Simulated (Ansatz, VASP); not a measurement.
One calculation of PtSe, two programs

```
CELL_PARAMETERS angstrom
0.00000 2.79841 2.79841
5.59682 2.79841 2.79841
5.59682 5.59682 0.00000
ATOMIC_POSITIONS crystal
Pt 0.50000 0.50000 0.00000
Pt 0.50000 0.50000 0.50000
Se 0.00000 0.00000 0.00000
Se 0.00000 0.00000 0.50000
```

Alike in both runs: task single point; functional LDA; k mesh 6 × 6 × 6; occupations gaussian, width 0.05 eV; collinear spin; Hubbard terms Pt d U = 2.0 eV.

|  | VASP | Ansatz |
| --- | --- | --- |
| version | VASP 6.6.1 | Ansatz 0.2.0 |
| potentials or method | VASP PAW LDA potentials, release 64 (Pt, Se), cutoff 520 eV | scalar-relativistic, plane waves, PAW |
| valence electrons in the cell | 32 | 68 |

```csv
,VASP,Ansatz,Ansatz less VASP
gap on the k mesh at the Fermi level (eV),none,none,-
pressure (GPa),-21.6,-20.9,+0.67
net moment per atom (μB),0.00,0.00,0.000
```

LDA's correlation is that of Perdew and Zunger in VASP and of Perdew and Wang (1992) in Ansatz. The programs project onto different local orbitals, so the same U acts differently, and such runs can settle in different states. A gap of «none» marks a metal or a gap that the smearing closes. VASP's potentials hold 32 valence electrons a cell and Ansatz's 68, so a difference there can come from the potentials and not from the codes. Ansatz's warnings: filled band counts differ across k points, seeded moment not kept, specified occupation not kept.

Spin-orbit coupling is off throughout.
